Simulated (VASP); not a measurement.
A run of VASP 6.6.1 is set up as follows.

INCAR

```
SYSTEM = NaCl
ALGO = Normal
EDIFF = 1E-6
ENCUT = 520
GGA = PE
ISIF = 2
ISMEAR = 0
LASPH = .TRUE.
LCHARG = .TRUE.
LELF = .TRUE.
LREAL = .FALSE.
LVHAR = .TRUE.
LWAVE = .FALSE.
NBANDS = 14
NELM = 100
PREC = Accurate
SIGMA = 0.05
```

Contents of KPOINTS:

```
k-points
0
G
  8 8 8
  0 0 0
```

Contents of POSCAR:

```
NaCl
1.0
    0.0000000000      2.8317500000      2.8317500000
    2.8317500000      0.0000000000      2.8317500000
    2.8317500000      2.8317500000      0.0000000000
Na Cl
1 1
Direct
    0.0000000000      0.0000000000      0.0000000000
    0.5374559962      0.4625440038      0.5000000000
```

Potentials or basis: VASP PAW PBE potentials, release 64 (Na_pv, Cl).

Launch:

```bash
$ cat potpaw_PBE.64/Na_pv/POTCAR potpaw_PBE.64/Cl/POTCAR > POTCAR
$ mpirun -np 1 vasp_std > vasp.out
```

Problem. What does it give for the largest force?

Solution. 0.199 eV/Å.

Problem. Estimate the pressure.

Solution. 0.6 GPa.

Problem. Predict the band gap on the k mesh.

Solution. 5.06 eV.

Forces on the atoms (eV/Å):
```
Na  -0.141  0.141  0.000
Cl   0.141 -0.141  0.000
```

Caveat: the cell differs from its parent crystal (all Cl atoms moved -0.150 Å, as atom 2 along Cartesian [1 -1 0]). A k mesh can miss the band edges.
